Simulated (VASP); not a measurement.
# TaN (P-6m2) in VASP: notebook

Runs on TaN. Level: PBEsol. Tasks: relaxation of shape and atoms at fixed volume, single point.

All numbers are computed with VASP 6.6.1; they aren't measurements. Logs are shortened: lines on timing, memory, paths and dates and some standing lists are left out, and cuts for length are marked.

### 1 The cell of the first run

It takes space group P-6m2 (No. 187, hexagonal). Conventional cell: a = 3.022 Å, b = 3.022 Å, c = 2.956 Å, α = 90.00°, β = 90.00°, γ = 120.00°. Ta (site symmetry -6m2) has 6 N at 2.29 Å and 8 Ta at 2.96 to 3.02 Å within 3.1 Å. N (site symmetry -6m2) has 6 Ta at 2.29 Å and 8 N at 2.96 to 3.02 Å within 3.1 Å.

### 2 Relaxation of shape and atoms at fixed volume, PBEsol (11.69 Å³/atom)

INCAR

```
SYSTEM = TaN
PREC     = Accurate       ! precision mode
ENCUT    = 600            ! plane-wave cutoff, eV
EDIFF    = 1E-7           ! SCF threshold, eV
ISMEAR   = 0              ! smearing method
SIGMA    = 0.1            ! smearing width, eV
LREAL    = .False.        ! projectors in reciprocal space
LASPH    = .True.         ! aspherical terms in the spheres
NELM     = 80             ! most SCF steps
ALGO     = Normal         ! electronic algorithm
ISIF     = 4              ! what is computed and relaxed
LWAVE    = .False.        ! write WAVECAR
LCHARG   = .False.        ! write CHGCAR
GGA      = PS             ! functional
IBRION   = 2              ! ionic algorithm
NSW      = 50             ! ionic steps
EDIFFG   = -0.01          ! ionic threshold
```

KPOINTS

```
regular mesh
0
Gamma
  18 18 14
  0 0 0
```

POSCAR

```
TaN
1.0
    3.0220860410      0.0000000000      0.0000000000
   -1.5110430205      2.6172032839      0.0000000000
    0.0000000000      0.0000000000      2.9561230571
Ta N
1 1
Direct
    0.3333333333      0.6666666667      0.5000000000
    0.0000000000      0.0000000000      0.0000000000
```

Potentials or basis: VASP PAW PBE potentials, release 64 (Ta_pv, N).

Started as:

```bash
$ cat potpaw_PBE.64/Ta_pv/POTCAR potpaw_PBE.64/N/POTCAR > POTCAR
$ mpirun -np 1 vasp_std > vasp.out
```

OUTCAR:

```text
SYSTEM = TaN
   PREC = Accurate
   ENCUT = 600
   EDIFF = 1E-7
   ISMEAR = 0
   LREAL = .False.
   LASPH = .True.
   NELM = 80
   ISIF = 4
   GGA = PS
   IBRION = 2
   NSW = 50
   EDIFFG = -0.01

 ion  position               nearest neighbor table
   1  0.333  0.667  0.500-   2 2.29   2 2.29   2 2.29   2 2.29   2 2.29   2 2.29
   2  0.000  0.000  0.000-   1 2.29   1 2.29   1 2.29   1 2.29   1 2.29   1 2.29

  LATTYP: Found a hexagonal cell.
 ALAT       =     3.0220860410
 C/A-ratio  =     0.9781730292

  Lattice vectors:

 A1 = (   3.0220860410,   0.0000000000,   0.0000000000)
 A2 = (  -1.5110430205,   2.6172032839,   0.0000000000)
 A3 = (   0.0000000000,   0.0000000000,   2.9561230571)

Analysis of symmetry for initial positions (statically):
=====================================================================
 Subroutine PRICEL returns:
 Original cell was already a primitive cell.

 Routine SETGRP: Setting up the symmetry group for a
 hexagonal supercell.

 Subroutine GETGRP returns: Found 12 space group operations
 (whereof 12 operations were pure point group operations)
 out of a pool of 24 trial point group operations.

The static configuration has the point symmetry D_3h.

Analysis of symmetry for dynamics (positions and initial velocities):
=====================================================================
 Subroutine PRICEL returns:
 Original cell was already a primitive cell.

 Routine SETGRP: Setting up the symmetry group for a
 hexagonal supercell.

 Subroutine GETGRP returns: Found 12 space group operations
 (whereof 12 operations were pure point group operations)
 out of a pool of 24 trial point group operations.

The dynamic configuration has the point symmetry D_3h.

 Subroutine INISYM returns: Found 12 space group operations
 (whereof 12 operations are pure point group operations),
 and found     1 'primitive' translations

----------------------------------------------------------------------------------------

                                     Primitive cell

  volume of cell :      23.3812

  direct lattice vectors                    reciprocal lattice vectors
     3.022086041  0.000000000  0.000000000     0.330897263  0.191043624  0.000000000
    -1.511043021  2.617203284  0.000000000     0.000000000  0.382087248  0.000000000
     0.000000000  0.000000000  2.956123057     0.000000000  0.000000000  0.338280911

  length of vectors
     3.022086041  3.022086041  2.956123057     0.382087248  0.382087248  0.338280911

  position of ions in fractional coordinates (direct lattice)
     0.333333333  0.666666667  0.500000000
     0.000000000  0.000000000  0.000000000

  ion indices of the primitive-cell ions
   primitive index   ion index
                 1           1
                 2           2

----------------------------------------------------------------------------------------

 KPOINTS: regular mesh

Automatic generation of k-mesh.
 Grid dimensions read from file:
 generate k-points for:   18   18   14

 Generating k-lattice:

  Cartesian coordinates                     Fractional coordinates (reciprocal lattice)
     0.018383181  0.010613535  0.000000000     0.055555556  0.000000000  0.000000000
     0.000000000  0.021227069  0.000000000     0.000000000  0.055555556  0.000000000
     0.000000000  0.000000000  0.024162922     0.000000000  0.000000000  0.071428571

  Length of vectors
     0.021227069  0.021227069  0.024162922

  Shift w.r.t. Gamma in fractional coordinates (k-lattice)
     0.000000000  0.000000000  0.000000000

 Subroutine IBZKPT returns following result:
 ===========================================

 Found    296 irreducible k-points:

 Following reciprocal coordinates:
            Coordinates               Weight
  0.000000  0.000000  0.000000      1.000000
  0.055556 -0.000000  0.000000      6.000000
  0.111111 -0.000000  0.000000      6.000000
  0.166667 -0.000000  0.000000      6.000000
  0.222222  0.000000  0.000000      6.000000
  0.277778 -0.000000  0.000000      6.000000
[... 16 lines left out ...]
  0.333333  0.111111  0.000000     12.000000
  0.388889  0.111111  0.000000     12.000000
 [... further k-points ...]
   k-points           NKPTS =    296   k-points in BZ     NKDIM =    296   number of bands    NBANDS=     12
   number of dos      NEDOS =    301   number of ions     NIONS =      2
   total plane-waves  NPLWV =  13824
   dimension x,y,z NGX =    24 NGY =   24 NGZ =   24
   dimension x,y,z NGXF=    48 NGYF=   48 NGZF=   48
   ions per type =               1   1
   NGX,Y,Z   is equivalent  to a cutoff of  13.20, 13.20, 13.50 a.u.
   NGXF,Y,Z  is equivalent  to a cutoff of  26.40, 26.40, 26.99 a.u.
 SYSTEM =  TaN
   PREC   = accura    normal or accurate (medium, high low for compatibility)
   ISTART =      0    job   : 0-new  1-cont  2-samecut
   ICHARG =      2    charge: 1-file 2-atom 10-const
   ISPIN  =      1    spin polarized calculation?
   LNONCOLLINEAR =      F non collinear calculations
   LSORBIT =      F    spin-orbit coupling
   LASPH  =      T    aspherical Exc in radial PAW
   ENCUT  =  600.0 eV  44.10 Ry    6.64 a.u.   6.04  6.04  5.90*2*pi/ulx,y,z
   NELM   =     80;   NELMIN=  2; NELMDL= -5     # of ELM steps
   EDIFF  = 0.1E-06   stopping-criterion for ELM
   LREAL  =      F    real-space projection
   EDIFFG = -.1E-01   stopping-criterion for IOM
   NSW    =     50    number of steps for IOM
   IBRION =      2    ionic relax: 0-MD 1-quasi-New 2-CG
   NFREE  =      1    steps in history (QN), initial steepest desc. (CG)
   ISIF   =      4    stress and relaxation
   ISYM   =      2    0-nonsym 1-usesym 2-fastsym
   POTIM  = 0.5000    time-step for ionic-motion
   TEBEG  =    0.0;   TEEND  =   0.0 temperature during run
   PSTRESS=    0.0 pullay stress
   NELECT =      16.0000    total number of electrons
   NUPDOWN=      -1.0000    fix difference up-down
   EMIN   =  10.00;   EMAX   =-10.00  energy-range for DOS
   EFERMI =   0.00;   METHOD = LEGACY
   ISMEAR =     0;   SIGMA  =   0.10  broadening in eV -4-tet -1-fermi 0-gaus
   EFERMI_NEDOS =   21; number of points for ismear=-14 and -15
   IALGO  =     38    algorithm
   IMIX   =      4    mixing-type and parameters
     AMIX     =   0.40;   BMIX     =  1.00
     AMIX_MAG =   1.60;   BMIX_MAG =  1.00
  volume/ion in A,a.u.               =      11.69        78.89
  Fermi-wavevector in a.u.,A,eV,Ry     =   1.442644  2.726202 28.316748  2.081222
  Thomas-Fermi vector in A             =   2.561141
   LORBIT       =      0    0 simple, 1 ext, 2 COOP (PROOUT), +10 PAW based schemes
   GGA     = PS    functional components
   LHFCALC =     F    Hartree Fock is set to
   AEXX    =    0.0000 exact exchange contribution
   IVDW    =     0    specifies the selected vdW correction
   LEPSILON=     F    determine dielectric tensor
   LRPA    =     F    only Hartree local field effects (RPA)
 conjugate gradient relaxation of ions
 non-spin polarized calculation
 Gauss-broadening in eV      SIGMA  =   0.10
  energy-cutoff  :      600.00
  volume of cell :       23.38
 maximum number of plane-waves:       810
   NGX = 13   NGY = 13   NGZ = 11

--------------------------------------- Ionic step        1  -------------------------------------------

 number of electron      16.0000000 magnetization

 Free energy of the ion-electron system (eV)
  ---------------------------------------------------
  ext. energy  EPLUGINS =         0.00000000
  ---------------------------------------------------
  free energy    TOTEN  =       -23.61561927 eV

  energy without entropy =      -23.61533377  energy(sigma->0) =      -23.61547652

------------------------ aborting loop because EDIFF is reached ----------------------------------------

  FORCE on cell =-STRESS in cart. coord.  units (eV):
  Direction    XX          YY          ZZ          XY          YZ          ZX
  --------------------------------------------------------------------------------------
  -------------------------------------------------------------------------------------
  Total       -3.9901807     -3.9901807     -4.1557932      0.0000000     -0.0000000      0.0000000
  in kB     -273.4238253   -273.4238253   -284.7722861      0.0000000     -0.0000000      0.0000000
  external PRESSURE =    -277.2066456 kB  Pullay stress =       0.0000000 kB
[... 57 lines left out ...]
  energy  without entropy=      -23.6153527034  energy(sigma->0) =      -23.61549817

--------------------------------------- Ionic step        3  -------------------------------------------

 number of electron      16.0000000 magnetization

 Free energy of the ion-electron system (eV)
  ---------------------------------------------------
  ext. energy  EPLUGINS =         0.00000000
  ---------------------------------------------------
  free energy    TOTEN  =       -23.61573613 eV

  energy without entropy =      -23.61544796  energy(sigma->0) =      -23.61559204

 E-fermi :   7.2457     XC(G=0): -13.0647

 val. band max:        7.2118050070   @ k =   0.0000   0.0000   0.4286
 cond. band min:       7.2770110011   @ k =   0.0556  -0.0000   0.5000
 fundamental gap:      0.0652059941
 Fermi energy:         7.2457127720

 k-point     1 :       0.0000    0.0000    0.0000
  band No.  band energies     occupation
      1     -27.7433      2.00000
      2     -27.5295      2.00000
      3     -27.5295      2.00000
      4      -9.8654      2.00000
      5       3.0104      2.00000
      6       3.0104      2.00000
      7       3.4111      2.00000
      8       4.4949      2.00000
      9       8.8369      0.00000
     10      10.5237      0.00000
     11      10.5237      0.00000
     12      10.7996      0.00000
[... 331 lines left out ...]
 k-point    24 :       0.3889    0.1111    0.0000
  band No.  band energies     occupation
      1     -28.2469      2.00000
      2     -27.7560      2.00000
      3     -27.6408      2.00000
      4      -7.8429      2.00000
      5      -0.3979      2.00000
      6       2.5555      2.00000
      7       3.2484      2.00000
      8       5.1517      2.00000
      9       9.3597      0.00000
     10       9.9750      0.00000
     11      11.2745      0.00000
     12      12.7284      0.00000

 [... further k-points ...]

------------------------ aborting loop because EDIFF is reached ----------------------------------------

  FORCE on cell =-STRESS in cart. coord.  units (eV):
  Direction    XX          YY          ZZ          XY          YZ          ZX
  --------------------------------------------------------------------------------------
  -------------------------------------------------------------------------------------
  Total       -4.0383808     -4.0383808     -4.0369937      0.0000000      0.0000000      0.0000000
  in kB     -276.7267008   -276.7267007   -276.6316457      0.0000000      0.0000000      0.0000000
  external PRESSURE =    -276.6950157 kB  Pullay stress =       0.0000000 kB
[... 17 lines left out ...]
  FREE ENERGIE OF THE ION-ELECTRON SYSTEM (eV)
  ---------------------------------------------------
  free  energy   TOTEN  =       -23.6157361283 eV

  energy  without entropy=      -23.6154479575  energy(sigma->0) =      -23.61559204

 reached required accuracy - stopping structural energy minimisation
```

Run time: 2.7 min. Hardware: 1 thread of Intel Xeon 8259CL, shared host; peak memory 0.24 GiB.

What came out:

- Free energy: -23.6157 eV
- Energy gained by relaxing: 0.1 meV/atom
- Ionic steps: 3
- Pressure after relaxing: -27.7 GPa
- Band gap on the k mesh: zero (bands 8 and 9 overlap by 0.33 eV)

Step by step:
```csv
step,energy change (eV),largest force (eV/Å),pressure (GPa),volume (Å³)
1,0.0000,0.0000,-27.72,23.38
2,0.0000,0.0000,-27.63,23.38
3,-0.0001,0.0000,-27.67,23.38
```

Final structure:
```
Ta N
1.0
     3.02422    0.00000    0.00000
    -1.51211    2.61905    0.00000
     0.00000    0.00000    2.95196
Ta N
1 1
Direct
  0.33333 0.66667 0.50000
  0.00000 0.00000 0.00000
```

Caveat: the PAW data sets were made with another functional, which shifts forces and pressure a little; spin-orbit coupling is left out, which moves the levels of the heavy elements.

(Part 1 of 2 ends here.)
